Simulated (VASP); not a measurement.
# TiB17N18 (a cell with a defect) (Ti_B) in VASP: a series of runs, part 2 of 2

VASP 6.6.1. Earlier steps stand in the parts before.

**4. Single point, PBE, collinear spin**

The input, INCAR:

```
SYSTEM = TiB17N18
PREC = Accurate ; ENCUT = 520
EDIFF = 1E-6 ; ISMEAR = 0
SIGMA = 0.01 ; LREAL = Auto
LASPH = .TRUE. ; NELM = 200
ALGO = Normal ; ISIF = 2
LWAVE = .FALSE. ; LCHARG = .TRUE.
ISPIN = 2 ; MAGMOM = 0 0 0.01 0.01 0.01 0 0.04 0.01 0.04 0.01 0.01 0.01 0 0.03 0 0 0 0 0.01 0 0.01 0 0.01 0.01 0.01 -0.01 -0.01 0 0 0 0 0.01 0.01 0 0 0.73
LORBIT = 11 ; NUPDOWN = 2.0
LMAXMIX = 4 ; GGA = PE
LELF = .TRUE. ; LVHAR = .TRUE.
NBANDS = 104 ; NELECT = 154.0
GGA_COMPAT = .FALSE.
```

The input, KPOINTS:

```
Automatic mesh
0
Gamma
  1 1 1
  0.25 0.25 0.25
```

The input, POSCAR:

```
TiB17N18
1.0
    7.4650312809      0.0000000000      0.0000000000
   -3.7325156404      6.4649067293      0.0000000000
    0.0000000000      0.0000000000      6.4954828800
B N Ti
17 18 1
Direct
    0.1302213565      0.1983485662      0.2454034702
    0.2010499991      0.1326298453      0.7739872134
    0.1307112230      0.5317261969      0.2491192931
    0.2033396637      0.4704907860      0.7353533929
    0.1303789563      0.8655612780      0.2609671189
    0.2012000425      0.8000657783      0.7759559551
    0.4638931667      0.1978286242      0.2670416848
    0.5300936364      0.1294632987      0.7888190167
    0.4634515053      0.5329460465      0.2384494380
    0.4644428628      0.8653850406      0.2485001667
    0.5304572546      0.7979377248      0.7326685108
    0.7975458880      0.1981010302      0.2485126851
    0.8672971493      0.1336816882      0.7476878591
    0.7984417051      0.5322380881      0.2581369388
    0.8721274691      0.4703246314      0.7801772755
    0.7973154370      0.8655894070      0.2429129888
    0.8685687040      0.8003726417      0.7640276747
    0.0902978013      0.2449069121      0.7441646350
    0.2398846806      0.0876505388      0.2619465464
    0.0933063348      0.5778084674      0.7762027886
    0.2400498782      0.4206150028      0.2364114899
    0.0901152802      0.9110548837      0.7715815809
    0.2412759852      0.7547141969      0.2576840365
    0.4162207312      0.2332570620      0.8043516779
    0.5758242213      0.0872875368      0.2556394666
    0.4145695610      0.5857746233      0.6802423806
    0.5746642341      0.4217453851      0.2446904372
    0.4234313243      0.9080563117      0.7763160759
    0.5753636005      0.7560296000      0.2336645094
    0.7554455116      0.2450506094      0.7656093252
    0.9080864155      0.0878763199      0.2414946335
    0.7689810842      0.5842405360      0.7817496926
    0.9085724624      0.4204600902      0.2555051395
    0.7562671821      0.9109700878      0.7396793479
    0.9079688848      0.7553436665      0.2574082261
    0.5495675122      0.4349971020      0.5874051474
```

On the command line:

```console
$ cat potpaw_PBE.64/B/POTCAR potpaw_PBE.64/N/POTCAR potpaw_PBE.64/Ti_sv/POTCAR > POTCAR
$ mpirun -np 1 vasp_std > vasp.out
```

It took 8.1 min on 1 thread of AMD EPYC 9R45 (Zen 5), shared host; peak memory 0.61 GiB.

It converged, with:

```
Free energy                                           : -307.3289 eV
Largest force                                         : 0.271 eV/Å
Net moment                                            : 2.00 μB per cell
Site moments                                          : B +0.01, +0.02, +0.08, +0.07, +0.06; N +0.00, +0.01, -0.01, -0.00; Ti +0.95 μB
Valence electrons inside the program's atomic spheres : B 2.23, 2.24, 2.22, 2.21, 2.20, 2.25; N 4.02, 4.04, 4.06, 4.05, 4.00, 3.99, 4.03, 4.01; Ti 10.58
```

Forces on the atoms (eV/Å):
```
B   -0.212  0.128 -0.019
B    0.050 -0.081  0.069
B   -0.187  0.048  0.012
B    0.215 -0.034 -0.067
B   -0.162  0.079  0.004
B    0.162 -0.091 -0.002
B   -0.118  0.071 -0.077
B    0.148 -0.154 -0.096
B   -0.176  0.060  0.033
B   -0.160  0.163  0.011
B    0.174 -0.159 -0.082
B   -0.210  0.128  0.008
B    0.160 -0.120  0.047
B   -0.211  0.054  0.049
B    0.189 -0.048  0.004
B   -0.194  0.131  0.003
B    0.138 -0.066  0.016
N   -0.084  0.001  0.015
N    0.184 -0.078  0.035
N   -0.223  0.059 -0.026
N    0.149 -0.113 -0.022
N   -0.178  0.096  0.109
N    0.131 -0.060  0.002
N   -0.127 -0.004 -0.112
N    0.139 -0.141  0.004
N   -0.178  0.107  0.162
N    0.166 -0.072 -0.008
N   -0.179  0.167 -0.005
N    0.189 -0.079 -0.010
N   -0.164  0.073  0.012
N    0.225 -0.152  0.003
N   -0.172  0.197 -0.058
N    0.234 -0.097 -0.054
N   -0.131  0.084  0.031
N    0.179 -0.042 -0.012
Ti   0.236 -0.053  0.016
```

Caveat: the k points lie up to 0.97 Å⁻¹ apart; the cell carries a net charge on a neutralising background, which shifts energy and pressure; the cell is charged against a uniform background, so pressure and absolute levels hang on convention; the moment is held away from its start; the total moment is fixed, so each spin has its own Fermi level.

**5. Single point, LDA, collinear spin**

The input, INCAR:

```
  ALGO = Normal
  EDIFF = 1E-6
  ENCUT = 520
  GGA_COMPAT = False
  ISIF = 2
  ISMEAR = -1
  ISPIN = 2
  LASPH = True
  LCHARG = False
  LMAXMIX = 4
  LORBIT = 11
  LREAL = Auto
  LWAVE = False
  MAGMOM = 0 0 0.01 0 0 0 0 0.01 0.01 0 0 0 0 0.02 0 0 0 0 0 0 0 0 0 0 0 -0.01 0 0 0 0 0 0.01 0 0 0 0.42
  NBANDS = 104
  NELM = 200
  NUPDOWN = 1.0
  PREC = Accurate
  SIGMA = 0.01
```

KPOINTS is that of step 4.

The input, POSCAR:

```
TiB17N18
1.0
    7.4650312844      0.0000000000      0.0000000000
   -3.7325156422      6.4649067324      0.0000000000
    0.0000000000      0.0000000000      6.4954828762
B N Ti
17 18 1
Direct
    0.1154134101      0.2061538277      0.2435662383
    0.2148010916      0.1269130650      0.7717616657
    0.1161906669      0.5395878139      0.2465565240
    0.2162856420      0.4640631450      0.7447980760
    0.1157875232      0.8724863166      0.2546249662
    0.2159361106      0.7950501526      0.7711861013
    0.4475028832      0.2030245687      0.2404439328
    0.5471709457      0.1243661255      0.7848121736
    0.4477005970      0.5408575628      0.2351130999
    0.4490431031      0.8724435511      0.2439642963
    0.5477092345      0.7962667172      0.7411049191
    0.7835758191      0.2062525307      0.2456871420
    0.8826937390      0.1289571271      0.7512935283
    0.7852430413      0.5403382019      0.2530187449
    0.8861010005      0.4643899331      0.7787773802
    0.7830042638      0.8733095004      0.2433076041
    0.8840423855      0.7961956018      0.7636607358
    0.1052977170      0.2399813071      0.7502453565
    0.2263139002      0.0954437439      0.2497806781
    0.1068226447      0.5728779819      0.7731464693
    0.2263063071      0.4285812943      0.2376705650
    0.1052462000      0.9059143570      0.7656047157
    0.2268580962      0.7623353825      0.2534720215
    0.4321964960      0.2276476365      0.7960006995
    0.5603373113      0.0955235217      0.2465506566
    0.4311119899      0.5812295118      0.7003120370
    0.5595010071      0.4284218660      0.2509135349
    0.4383966981      0.9041237907      0.7742986758
    0.5603219889      0.7626114777      0.2343903919
    0.7709995097      0.2398800276      0.7653635334
    0.8934842811      0.0955222347      0.2446337840
    0.7824031119      0.5786819015      0.7819206165
    0.8942732705      0.4282475088      0.2502044164
    0.7716802677      0.9064650950      0.7451248801
    0.8935061685      0.7627968629      0.2541256649
    0.5584978735      0.4385552743      0.5965001834
```

Potentials or basis: VASP PAW LDA potentials, release 64 (B, N, Ti_sv).

On the command line:

```console
$ cat potpaw_LDA.64/B/POTCAR potpaw_LDA.64/N/POTCAR potpaw_LDA.64/Ti_sv/POTCAR > POTCAR
$ mpirun -np 1 vasp_std > vasp.out
```

OUTCAR:

```text
EDIFF = 1E-6
   ENCUT = 520
   ISIF = 2
   ISMEAR = -1
   ISPIN = 2
   LASPH = True
   LORBIT = 11
   LREAL = Auto
   NELM = 200
   NUPDOWN = 1.0
   PREC = Accurate

 ion  position               nearest neighbor table
   1  0.115  0.206  0.244-  19 1.43  31 1.43  21 1.44
   2  0.215  0.127  0.772-  24 1.42  22 1.43  18 1.45
   3  0.116  0.540  0.247-  21 1.43  33 1.43  23 1.44
   4  0.216  0.464  0.745-  26 1.42  20 1.42  18 1.45
   5  0.116  0.872  0.255-  23 1.43  35 1.44  19 1.44
   6  0.216  0.795  0.771-  22 1.43  20 1.44  28 1.44
[... 18 lines left out ...]
  25  0.560  0.096  0.247-   7 1.43  10 1.44  12 1.44
  26  0.431  0.581  0.700-  11 1.42   4 1.42  36 1.87
  27  0.560  0.428  0.251-   9 1.45   7 1.46  14 1.46  36 2.25
  28  0.438  0.904  0.774-  11 1.42   8 1.43   6 1.44
  29  0.560  0.763  0.234-  10 1.43   9 1.43  16 1.44
  30  0.771  0.240  0.765-  13 1.44   8 1.45  15 1.45
  31  0.893  0.096  0.245-  12 1.43   1 1.43  16 1.44
  32  0.782  0.579  0.782-  15 1.41  17 1.41  36 1.89
  33  0.894  0.428  0.250-  14 1.43   3 1.43  12 1.44
  34  0.772  0.906  0.745-  13 1.44  17 1.44  11 1.45
  35  0.894  0.763  0.254-  16 1.43   5 1.44  14 1.44
  36  0.558  0.439  0.597-  26 1.87  24 1.89  32 1.89  27 2.25

  LATTYP: Found a hexagonal cell.
 ALAT       =     7.4650312844
 C/A-ratio  =     0.8701213202

  Lattice vectors:

 A1 = (   7.4650312844,   0.0000000000,   0.0000000000)
 A2 = (  -3.7325156422,   6.4649067324,   0.0000000000)
 A3 = (   0.0000000000,   0.0000000000,   6.4954828762)

Analysis of symmetry for initial positions (statically):
=====================================================================
 Subroutine PRICEL returns:
 Original cell was already a primitive cell.

 Routine SETGRP: Setting up the symmetry group for a
 hexagonal supercell.

 Subroutine GETGRP returns: Found  1 space group operations
[... 241 lines left out ...]
      4     -28.3223      1.00000
      5     -14.6829      1.00000
      6     -14.2051      1.00000
[... 535 lines left out ...]
     87       8.7025      0.00000
     88       8.8703      0.00000
 Fermi energy:         3.1866022450

 spin component 2

 k-point     1 :       0.2500    0.2500    0.2500
  band No.  band energies     occupation
      1     -51.1656      1.00000
      2     -28.0951      1.00000
      3     -27.9013      1.00000
      4     -27.8600      1.00000
      5     -14.6659      1.00000
      6     -14.1898      1.00000
[... 535 lines left out ...]
     87       8.8234      0.00000
     88       8.9421      0.00000
 [bands above 88 left out]

------------------------ aborting loop because EDIFF is reached ----------------------------------------

  FORCE on cell =-STRESS in cart. coord.  units (eV):
  Direction    XX          YY          ZZ          XY          YZ          ZX
  --------------------------------------------------------------------------------------
  -------------------------------------------------------------------------------------
  Total       12.3756903     13.0373560     -0.8306590     -0.5162997      0.2640356     -0.6077465
  in kB       63.2520602     66.6338288     -4.2454921     -2.6388038      1.3494842     -3.1061876
  external PRESSURE =      41.8801323 kB  Pullay stress =       0.0000000 kB

 VOLUME and BASIS-vectors are now :
 -----------------------------------------------------------------------------
  energy-cutoff  :      520.00
  volume of cell :      313.48
      direct lattice vectors                 reciprocal lattice vectors
     7.465031284  0.000000000  0.000000000     0.133957911  0.077340636  0.000000000
    -3.732515642  6.464906732  0.000000000     0.000000000  0.154681273  0.000000000
     0.000000000  0.000000000  6.495482876     0.000000000  0.000000000  0.153953142

 POSITION                                       TOTAL-FORCE (eV/Angst)
 -----------------------------------------------------------------------------------
      0.09209      1.33277      1.58208        -0.173474      0.117270      0.000112
      1.12979      0.82048      5.01296         0.000688     -0.158283      0.019946
     -1.14665      3.48838      1.60150        -0.075789      0.095931      0.016288
     -0.11754      3.00012      4.83782         0.181013      0.012867     -0.118420
     -2.39221      5.64054      1.65391        -0.128980      0.181049     -0.021914
     -1.35557      5.13993      5.00923         0.174675     -0.068095      0.038535
[... 28 lines left out ...]
      3.82290      4.93141      1.65067         0.170514     -0.195289      0.034762
      2.53229      2.83522      3.87456         0.291004     -0.017836      0.547983
 -----------------------------------------------------------------------------------
    total drift:                                0.006364      0.009593     -0.004523

  FREE ENERGIE OF THE ION-ELECTRON SYSTEM (eV)
  ---------------------------------------------------
  free  energy   TOTEN  =      -344.9020991275 eV

  energy  without entropy=     -344.9020093238  energy(sigma->0) =     -344.90205423

 total charge

# of ion       s       p       d       tot
------------------------------------------
    1        0.752   1.462   0.000   2.214
    2        0.757   1.483   0.000   2.240
    3        0.752   1.464   0.000   2.216
    4        0.755   1.475   0.000   2.230
    5        0.752   1.458   0.000   2.210
    6        0.754   1.465   0.000   2.219
[... 28 lines left out ...]
   35        1.220   2.778   0.000   3.998
   36        2.253   6.200   2.157  10.610
--------------------------------------------------
tot         37.067  80.974   2.157 120.197

 magnetization (x)

# of ion       s       p       d       tot
------------------------------------------
    1        0.000   0.002   0.000   0.003
    2        0.001   0.005   0.000   0.006
    3        0.000   0.008   0.000   0.009
    4        0.001   0.006   0.000   0.007
    5       -0.000   0.001   0.000   0.001
    6        0.000   0.006   0.000   0.006
[... 28 lines left out ...]
   35        0.000   0.004   0.000   0.004
   36        0.005   0.006   0.542   0.553
--------------------------------------------------
tot          0.011   0.152   0.542   0.705
```

stdout:

```text
POSCAR found type information on POSCAR B N Ti
 POSCAR found :  3 types and      36 ions
 scaLAPACK will be used
 LDA part: xc-table for (Slater(with rela. corr.)+CA(PZ))
 , standard interpolation
 POSCAR, INCAR and KPOINTS ok, starting setup
 FFT: planning ... GRIDC
 FFT: planning ... GRID_SOFT
 FFT: planning ... GRID
 WAVECAR not read
 entering main loop
```

Wall time 7.7 min (1 thread of AMD EPYC 9R45 (Zen 5), shared host); peak memory 0.46 GiB.

What came out:

```
Free energy                                           : -344.9021 eV
Pressure                                              : 4.2 GPa
Largest force                                         : 0.621 eV/Å
Net moment                                            : 1.00 μB per cell
Site moments                                          : B +0.00, +0.01, +0.03; N +0.00, -0.00, +0.01, -0.01; Ti +0.55 μB
Valence electrons inside the program's atomic spheres : B 2.21, 2.24, 2.22, 2.23, 2.25, 2.20; N 3.98, 4.00, 4.01, 3.94, 3.95, 3.97; Ti 10.61
```

Forces on the atoms (eV/Å):
```
B   -0.173  0.117  0.000
B    0.001 -0.158  0.020
B   -0.076  0.096  0.016
B    0.181  0.013 -0.118
B   -0.129  0.181 -0.022
B    0.175 -0.068  0.039
B   -0.095  0.185  0.165
B    0.211 -0.105 -0.019
B   -0.025  0.050  0.207
B   -0.083  0.167  0.020
B    0.210 -0.198 -0.030
B   -0.247 -0.009 -0.024
B    0.156 -0.157  0.048
B   -0.139  0.087 -0.276
B    0.208 -0.173  0.012
B   -0.277  0.126 -0.008
B    0.077  0.019  0.059
N   -0.031 -0.003  0.061
N    0.118 -0.171 -0.067
N   -0.235  0.081 -0.061
N    0.076 -0.118 -0.018
N   -0.157  0.076  0.134
N    0.118 -0.123 -0.056
N   -0.209  0.057 -0.479
N    0.255 -0.147 -0.055
N   -0.185 -0.003  0.172
N    0.158 -0.025  0.140
N   -0.257  0.179 -0.062
N    0.167 -0.001  0.043
N   -0.167  0.098  0.016
N    0.193 -0.124 -0.006
N   -0.232  0.143 -0.536
N    0.040 -0.017  0.030
N   -0.089  0.138  0.075
N    0.171 -0.195  0.035
Ti   0.291 -0.018  0.548
```

Caveat: the k points lie up to 0.97 Å⁻¹ apart; the total moment is fixed, so each spin has its own Fermi level.
